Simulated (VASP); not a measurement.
Input of a VASP 6.6.1 run:

INCAR

```
SYSTEM = Pb
PREC = Accurate
ENCUT = 520
EDIFF = 1E-6
ISMEAR = -1
SIGMA = 0.15
LREAL = .False.
LASPH = .True.
NELM = 80
ALGO = Normal
ISIF = 2
LWAVE = .False.
LCHARG = .True.
GGA = PE
LELF = .True.
LVHAR = .True.
NBANDS = 13
```

The input KPOINTS:

```
Automatic mesh
0
Gamma
  12 12 12
  0 0 0
```

The input POSCAR:

```
Pb
1.0
    0.0000000000      2.4698000000      2.4698000000
    2.4698000000      0.0000000000      2.4698000000
    2.4698000000      2.4698000000      0.0000000000
Pb
1
Direct
    0.0000000000      0.0000000000      0.0000000000
```

Potentials or basis: VASP PAW PBE potentials, release 64 (Pb_d).

The run is started by

```sh
$ cat potpaw_PBE.64/Pb_d/POTCAR > POTCAR
$ mpirun -np 1 vasp_std > vasp.out
```

(1) Estimate the pressure.

(2) What does it give for the band gap on the k mesh?

Results:

(1) 2.9 GPa.

(2) zero (band 7 reaches 14.82 eV, above the bottom of band 8 at 5.80 eV).

Caveat: spin-orbit coupling is left out, which moves the levels of the heavy elements.
